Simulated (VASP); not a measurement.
# CdSe (Cadmoselite) (P6_3mc) in VASP: notebook

CdSe (Cadmoselite) is run at these levels: LDA, PBEsol, r2SCAN; tasks: electric field gradients.

Everything below comes from runs of VASP 6.6.1. Logs are shortened: lines on timing, memory, paths and dates and some standing lists are left out, and cuts for length are marked.

**1. The cell of the first run**

Symmetry: P6_3mc, No. 186, hexagonal system. The conventional cell has a = 4.299 Å, b = 4.299 Å, c = 7.010 Å, α = 90.00°, β = 90.00°, γ = 120.00°. Within 3.5 Å of Cd (site symmetry 3m) lie 4 Se at 2.63 Å. Within 3.5 Å of Se (site symmetry 3m) lie 4 Cd at 2.63 Å.

**2. Electric field gradients, LDA**

The input, INCAR:

```
PREC = Accurate
ENCUT = 520
EDIFF = 1E-8
ISMEAR = -1
SIGMA = 0.02
LREAL = F
LASPH = T
NELM = 80
ALGO = Normal
ISIF = 2
LWAVE = F
LCHARG = F
LEFG = T
NBANDS = 26
```

The input, KPOINTS:

```
regular mesh
0
Gamma
  12 12 6
```

The input, POSCAR:

```
CdSe
1.0
    4.2990000000      0.0000000000      0.0000000000
   -2.1495000000      3.7230432109      0.0000000000
    0.0000000000      0.0000000000      7.0100000000
Cd Se
2 2
Direct
    0.3333333333      0.6666666667      0.0004794859
    0.6666666667      0.3333333333      0.5004794859
    0.3333333333      0.6666666667      0.3763105141
    0.6666666667      0.3333333333      0.8763105141
```

Potentials or basis: VASP PAW LDA potentials, release 64 (Cd, Se).

Launch:

```console
$ cat potpaw_LDA.64/Cd/POTCAR potpaw_LDA.64/Se/POTCAR > POTCAR
$ mpirun -np 1 vasp_std > vasp.out
```

OUTCAR:

```text
PREC = Accurate
   ENCUT = 520
   EDIFF = 1E-8
   ISMEAR = -1
   LREAL = F
   LASPH = T
   NELM = 80
   ISIF = 2

 ion  position               nearest neighbor table
   1  0.333  0.667  0.000-   4 2.63   4 2.63   4 2.63   3 2.63
   2  0.667  0.333  0.500-   3 2.63   3 2.63   3 2.63   4 2.63
   3  0.333  0.667  0.376-   2 2.63   2 2.63   2 2.63   1 2.63
   4  0.667  0.333  0.876-   1 2.63   1 2.63   1 2.63   2 2.63

  LATTYP: Found a hexagonal cell.
 ALAT       =     4.2990000000
 C/A-ratio  =     1.6306117702

  Lattice vectors:

 A1 = (   4.2990000000,   0.0000000000,   0.0000000000)
 A2 = (  -2.1495000000,   3.7230432109,   0.0000000000)
 A3 = (   0.0000000000,   0.0000000000,   7.0100000000)

Analysis of symmetry for initial positions (statically):
=====================================================================
 Subroutine PRICEL returns:
 Original cell was already a primitive cell.

 Routine SETGRP: Setting up the symmetry group for a
 hexagonal supercell.

 Subroutine GETGRP returns: Found 12 space group operations
 (whereof  6 operations were pure point group operations)
 out of a pool of 24 trial point group operations.

The static configuration has the point symmetry C_3v.
 The point group associated with its full space group is C_6v.

Analysis of symmetry for dynamics (positions and initial velocities):
=====================================================================
 Subroutine PRICEL returns:
 Original cell was already a primitive cell.

 Routine SETGRP: Setting up the symmetry group for a
 hexagonal supercell.

 Subroutine GETGRP returns: Found 12 space group operations
 (whereof  6 operations were pure point group operations)
 out of a pool of 24 trial point group operations.

The dynamic configuration has the point symmetry C_3v.
 The point group associated with its full space group is C_6v.

 Subroutine INISYM returns: Found 12 space group operations
 (whereof  6 operations are pure point group operations),
 and found     1 'primitive' translations

----------------------------------------------------------------------------------------

                                     Primitive cell

  volume of cell :     112.1976

  direct lattice vectors                    reciprocal lattice vectors
     4.299000000  0.000000000  0.000000000     0.232612235  0.134298737  0.000000000
    -2.149500000  3.723043211  0.000000000     0.000000000  0.268597473  0.000000000
     0.000000000  0.000000000  7.010000000     0.000000000  0.000000000  0.142653352

  length of vectors
     4.299000000  4.299000000  7.010000000     0.268597473  0.268597473  0.142653352

  position of ions in fractional coordinates (direct lattice)
     0.333333333  0.666666667  0.000479486
     0.666666667  0.333333333  0.500479486
     0.333333333  0.666666667  0.376310514
     0.666666667  0.333333333  0.876310514

  ion indices of the primitive-cell ions
   primitive index   ion index
                 1           1
                 2           2
                 3           3
                 4           4

----------------------------------------------------------------------------------------

 KPOINTS: regular mesh

Automatic generation of k-mesh.
 Grid dimensions read from file:
 generate k-points for:   12   12    6

 Generating k-lattice:

  Cartesian coordinates                     Fractional coordinates (reciprocal lattice)
     0.019384353  0.011191561  0.000000000     0.083333333  0.000000000  0.000000000
     0.000000000  0.022383123  0.000000000     0.000000000  0.083333333  0.000000000
     0.000000000  0.000000000  0.023775559     0.000000000  0.000000000  0.166666667

  Length of vectors
     0.022383123  0.022383123  0.023775559

  Shift w.r.t. Gamma in fractional coordinates (k-lattice)
     0.000000000  0.000000000  0.000000000

 Subroutine IBZKPT returns following result:
 ===========================================

 Found     76 irreducible k-points:

 Following reciprocal coordinates:
            Coordinates               Weight
  0.000000  0.000000  0.000000      1.000000
  0.083333  0.000000  0.000000      6.000000
  0.166667  0.000000  0.000000      6.000000
  0.250000  0.000000  0.000000      6.000000
  0.333333  0.000000  0.000000      6.000000
  0.416667  0.000000  0.000000      6.000000
[... 16 lines left out ...]
  0.250000  0.000000  0.166667     12.000000
  0.333333  0.000000  0.166667     12.000000
 [... further k-points ...]
   k-points           NKPTS =     76   k-points in BZ     NKDIM =     76   number of bands    NBANDS=     26
   number of dos      NEDOS =    301   number of ions     NIONS =      4
   total plane-waves  NPLWV =  55296
   dimension x,y,z NGX =    32 NGY =   32 NGZ =   54
   dimension x,y,z NGXF=    64 NGYF=   64 NGZF=  108
   ions per type =               2   2
   NGX,Y,Z   is equivalent  to a cutoff of  12.37, 12.37, 12.81 a.u.
   NGXF,Y,Z  is equivalent  to a cutoff of  24.75, 24.75, 25.61 a.u.
 SYSTEM =  unknown system
   PREC   = accura    normal or accurate (medium, high low for compatibility)
   ISTART =      0    job   : 0-new  1-cont  2-samecut
   ICHARG =      2    charge: 1-file 2-atom 10-const
   ISPIN  =      1    spin polarized calculation?
   LNONCOLLINEAR =      F non collinear calculations
   LSORBIT =      F    spin-orbit coupling
   LASPH  =      T    aspherical Exc in radial PAW
   ENCUT  =  520.0 eV  38.22 Ry    6.18 a.u.   7.99  7.99 13.03*2*pi/ulx,y,z
   NELM   =     80;   NELMIN=  2; NELMDL= -5     # of ELM steps
   EDIFF  = 0.1E-07   stopping-criterion for ELM
   LREAL  =      F    real-space projection
   EDIFFG = 0.1E-06   stopping-criterion for IOM
   NSW    =      0    number of steps for IOM
   IBRION =     -1    ionic relax: 0-MD 1-quasi-New 2-CG
   NFREE  =      0    steps in history (QN), initial steepest desc. (CG)
   ISIF   =      2    stress and relaxation
   ISYM   =      2    0-nonsym 1-usesym 2-fastsym
   POTIM  = 0.5000    time-step for ionic-motion
   TEBEG  =    0.0;   TEEND  =   0.0 temperature during run
   PSTRESS=    0.0 pullay stress
   NELECT =      36.0000    total number of electrons
   NUPDOWN=      -1.0000    fix difference up-down
   EMIN   =  10.00;   EMAX   =-10.00  energy-range for DOS
   EFERMI =   0.00;   METHOD = LEGACY
   ISMEAR =    -1;   SIGMA  =   0.02  broadening in eV -4-tet -1-fermi 0-gaus
   EFERMI_NEDOS =   21; number of points for ismear=-14 and -15
   IALGO  =     38    algorithm
   IMIX   =      4    mixing-type and parameters
     AMIX     =   0.40;   BMIX     =  1.00
     AMIX_MAG =   1.60;   BMIX_MAG =  1.00
  volume/ion in A,a.u.               =      28.05       189.29
  Fermi-wavevector in a.u.,A,eV,Ry     =   1.120765  2.117938 17.090465  1.256114
  Thomas-Fermi vector in A             =   2.257414
   LORBIT       =      0    0 simple, 1 ext, 2 COOP (PROOUT), +10 PAW based schemes
   GGA     = CA    functional components
   LHFCALC =     F    Hartree Fock is set to
   AEXX    =    0.0000 exact exchange contribution
   IVDW    =     0    specifies the selected vdW correction
   LEPSILON=     F    determine dielectric tensor
   LRPA    =     F    only Hartree local field effects (RPA)
 non-spin polarized calculation
  energy-cutoff  :      520.00
  volume of cell :      112.20
 maximum number of plane-waves:      3045
 NGX is ok and might be reduce to    32
   NGX = 15   NGY = 15   NGZ = 27

 number of electron      35.9999998 magnetization

 Free energy of the ion-electron system (eV)
  ---------------------------------------------------
  ext. energy  EPLUGINS =         0.00000000
  ---------------------------------------------------
  free energy    TOTEN  =       -13.50815374 eV

  energy without entropy =      -13.50815370  energy(sigma->0) =      -13.50815372

 E-fermi :   1.0611     XC(G=0):  -9.2971

 val. band max:        0.8376386114   @ k =   0.0000   0.0000   0.0000
 cond. band min:       1.2637816468   @ k =   0.0000   0.0000   0.0000
 fundamental gap:      0.4261430354
 Fermi energy:         1.0610560187

 k-point     1 :       0.0000    0.0000    0.0000
  band No.  band energies     occupation
      1     -11.8311      2.00000
      2     -11.4432      2.00000
      3      -7.1166      2.00000
      4      -7.1092      2.00000
      5      -7.1092      2.00000
      6      -7.0404      2.00000
[... 18 lines left out ...]
     25       7.7410      0.00000
     26       8.3340      0.00000
[... 644 lines left out ...]
      4      -7.0262      2.00000
      5      -6.9433      2.00000
      6      -6.9239      2.00000
[... 18 lines left out ...]
     25       8.3488      0.00000
     26       9.1062      0.00000

 [... further k-points ...]
[... 5 lines left out ...]
  --------------------------------------------------------------------------------------
  -------------------------------------------------------------------------------------
  Total       -0.9896800     -0.9896800     -0.9201853      0.0000000     -0.0000000      0.0000000
  in kB      -14.1325931    -14.1325931    -13.1402104      0.0000000     -0.0000000      0.0000000
  external PRESSURE =     -13.8017989 kB  Pullay stress =       0.0000000 kB

 VOLUME and BASIS-vectors are now :
 -----------------------------------------------------------------------------
  energy-cutoff  :      520.00
  volume of cell :      112.20
      direct lattice vectors                 reciprocal lattice vectors
     4.299000000  0.000000000  0.000000000     0.232612235  0.134298737  0.000000000
    -2.149500000  3.723043211  0.000000000     0.000000000  0.268597473  0.000000000
     0.000000000  0.000000000  7.010000000     0.000000000  0.000000000  0.142653352

 POSITION                                       TOTAL-FORCE (eV/Angst)
 -----------------------------------------------------------------------------------
     -0.00000      2.48203      0.00336        -0.000000      0.000000     -0.001943
      2.14950      1.24101      3.50836         0.000000     -0.000000     -0.001943
     -0.00000      2.48203      2.63794         0.000000     -0.000000      0.001943
      2.14950      1.24101      6.14294        -0.000000      0.000000      0.001943
 -----------------------------------------------------------------------------------
    total drift:                               -0.000000     -0.000000      0.000148

  FREE ENERGIE OF THE ION-ELECTRON SYSTEM (eV)
  ---------------------------------------------------
  free  energy   TOTEN  =       -13.5081537443 eV

  energy  without entropy=      -13.5081537000  energy(sigma->0) =      -13.50815372

 Electric field gradients (V/A^2)
---------------------------------------------------------------------
 ion       V_xx      V_yy      V_zz      V_xy      V_xz      V_yz
---------------------------------------------------------------------
   1      -0.921    -0.919     1.841     0.002    -0.000     0.000
   2      -0.921    -0.919     1.841     0.002     0.000    -0.000
   3      -0.494    -0.494     0.988     0.000    -0.000     0.000
   4      -0.494    -0.494     0.988     0.000     0.000    -0.000
---------------------------------------------------------------------

 Electric field gradients after diagonalization (V/A^2)
 (convention: |V_zz| > |V_xx| > |V_yy|)
----------------------------------------------------------------------
 ion       V_xx      V_yy      V_zz     asymmetry (V_yy - V_xx)/ V_zz
----------------------------------------------------------------------
   1      -0.922    -0.918     1.841       0.002
   2      -0.922    -0.918     1.841       0.002
   3      -0.494    -0.493     0.988       0.001
   4      -0.494    -0.493     0.988       0.001
----------------------------------------------------------------------

           NMR quadrupolar parameters

 Cq : quadrupolar parameter    Cq=e*Q*V_zz/h
 eta: asymmetry parameters     (V_yy - V_xx)/ V_zz
 Q  : nuclear electric quadrupole moment in mb (millibarn)
----------------------------------------------------------------------
 ion       Cq(MHz)       eta       Q (mb)
----------------------------------------------------------------------
   1       0.004       0.002       1.000
   2       0.004       0.002       1.000
   3       0.002       0.001       1.000
   4       0.002       0.001       1.000
----------------------------------------------------------------------
```

Run time: 1.8 min. Hardware: 1 thread of AMD EPYC 9R45 (Zen 5), shared host; peak memory 0.29 GiB.

Results:

* Free energy: -13.5082 eV
* Pressure: -1.4 GPa
* Band gap on the k mesh: 0.43 eV, direct

Electric field gradients, principal values (V/Å²):
```csv
atom,least,middle,greatest (by size)
1 Cd,-0.918,-0.922,1.841
2 Cd,-0.918,-0.922,1.841
3 Se,-0.493,-0.494,0.988
4 Se,-0.493,-0.494,0.988
```

Caveat: without QUAD_EFG the Cq values of the log hold for a quadrupole moment of 1 mb, not for the nuclei.

**3. Electric field gradients, PBEsol**

The input, INCAR:

```
SYSTEM = CdSe
ALGO = Normal
EDIFF = 1E-8
ENCUT = 520
GGA = PS
ISIF = 2
ISMEAR = -1
LASPH = .TRUE.
LCHARG = .FALSE.
LEFG = .TRUE.
LREAL = .FALSE.
LWAVE = .FALSE.
NBANDS = 26
NELM = 100
PREC = Accurate
SIGMA = 0.02
```

The input, KPOINTS:

```
k-points
0
G
  12 12 6
  0 0 0
```

POSCAR is that of step 2.

Potentials or basis: VASP PAW PBE potentials, release 64 (Cd, Se).

Launch:

```console
$ cat potpaw_PBE.64/Cd/POTCAR potpaw_PBE.64/Se/POTCAR > POTCAR
$ mpirun -np 1 vasp_std > vasp.out
```

OUTCAR:

```text
SYSTEM = CdSe
   EDIFF = 1E-8
   ENCUT = 520
   GGA = PS
   ISIF = 2
   ISMEAR = -1
   LASPH = .TRUE.
   LREAL = .FALSE.
   NELM = 100
   PREC = Accurate

 ion  position               nearest neighbor table
   1  0.333  0.667  0.000-   4 2.63   4 2.63   4 2.63   3 2.63
   2  0.667  0.333  0.500-   3 2.63   3 2.63   3 2.63   4 2.63
   3  0.333  0.667  0.376-   2 2.63   2 2.63   2 2.63   1 2.63
   4  0.667  0.333  0.876-   1 2.63   1 2.63   1 2.63   2 2.63

  LATTYP: Found a hexagonal cell.
 ALAT       =     4.2990000000
 C/A-ratio  =     1.6306117702

  Lattice vectors:

[... 925 lines left out ...]
 ion       V_xx      V_yy      V_zz      V_xy      V_xz      V_yz
---------------------------------------------------------------------
   1      -0.947    -0.945     1.892     0.002    -0.000     0.000
   2      -0.947    -0.945     1.892     0.002     0.000    -0.000
   3      -0.660    -0.660     1.320    -0.000    -0.000     0.000
   4      -0.660    -0.660     1.320    -0.000     0.000    -0.000
---------------------------------------------------------------------

 Electric field gradients after diagonalization (V/A^2)
 (convention: |V_zz| > |V_xx| > |V_yy|)
----------------------------------------------------------------------
 ion       V_xx      V_yy      V_zz     asymmetry (V_yy - V_xx)/ V_zz
----------------------------------------------------------------------
   1      -0.948    -0.944     1.892       0.002
   2      -0.948    -0.944     1.892       0.002
   3      -0.661    -0.660     1.320       0.001
   4      -0.661    -0.660     1.320       0.001
----------------------------------------------------------------------

           NMR quadrupolar parameters

 Cq : quadrupolar parameter    Cq=e*Q*V_zz/h
 eta: asymmetry parameters     (V_yy - V_xx)/ V_zz
 Q  : nuclear electric quadrupole moment in mb (millibarn)
----------------------------------------------------------------------
 ion       Cq(MHz)       eta       Q (mb)
----------------------------------------------------------------------
   1       0.005       0.002       1.000
   2       0.005       0.002       1.000
   3       0.003       0.001       1.000
   4       0.003       0.001       1.000
----------------------------------------------------------------------
```

stdout:

```text
POSCAR found type information on POSCAR CdSe
 POSCAR found :  2 types and       4 ions
 scaLAPACK will be used
 -----------------------------------------------------------------------------
|                                                                             |
|                                                                             |
|     You enforced a specific xc type in the INCAR file but a different       |
|     I HOPE YOU KNOW WHAT YOU ARE DOING!                                     |
|                                                                             |
 -----------------------------------------------------------------------------

 LDA part: xc-table for (Slater+PW92), standard interpolation
 POSCAR, INCAR and KPOINTS ok, starting setup
 FFT: planning ... GRIDC
 FFT: planning ... GRID_SOFT
 FFT: planning ... GRID
 WAVECAR not read
 entering main loop
ion   1

ion   2

ion   3

ion   4
```

Wall time 2.1 min (1 thread of AMD EPYC 9R45 (Zen 5), shared host); peak memory 0.32 GiB.

What came out:

| Property | Result |
| --- | --- |
| Free energy | -12.3514 eV |
| Pressure | 0.5 GPa |
| Band gap on the k mesh | 0.55 eV, direct |

Levels at points of the mesh, in eV from the valence-band top:
```tsv
k point	band 14	band 15	band 16	band 17	band 18	band 19	band 20	band 21	band 22	band 23
(0.00, 0.00, 0.00)	-0.78	-0.78	-0.05	0.00	0.00	0.55	2.10	5.78	5.78	6.07
(0.50, 0.00, 0.00)	-3.71	-2.72	-1.90	-1.37	-0.77	3.13	3.22	4.66	6.08	6.38
(0.00, 0.00, 0.50)	-2.72	-0.41	-0.41	-0.41	-0.41	2.28	2.28	5.75	5.75	6.18
(0.50, 0.00, 0.50)	-4.29	-1.39	-1.39	-1.38	-1.38	2.83	2.83	4.76	4.76	7.62
```

Electric field gradients, principal values (V/Å²):
| atom | least | middle | greatest (by size) |
| --- | --- | --- | --- |
| 1 Cd | -0.944 | -0.948 | 1.892 |
| 2 Cd | -0.944 | -0.948 | 1.892 |
| 3 Se | -0.660 | -0.661 | 1.320 |
| 4 Se | -0.660 | -0.661 | 1.320 |

Caveat: without QUAD_EFG the Cq values of the log hold for a quadrupole moment of 1 mb, not for the nuclei; the PAW data sets were made with another functional, which shifts forces and pressure a little. Expect the measured gap to be larger: semilocal functionals such as PBEsol lack the derivative discontinuity.

(Continued in part 2 of 2.)
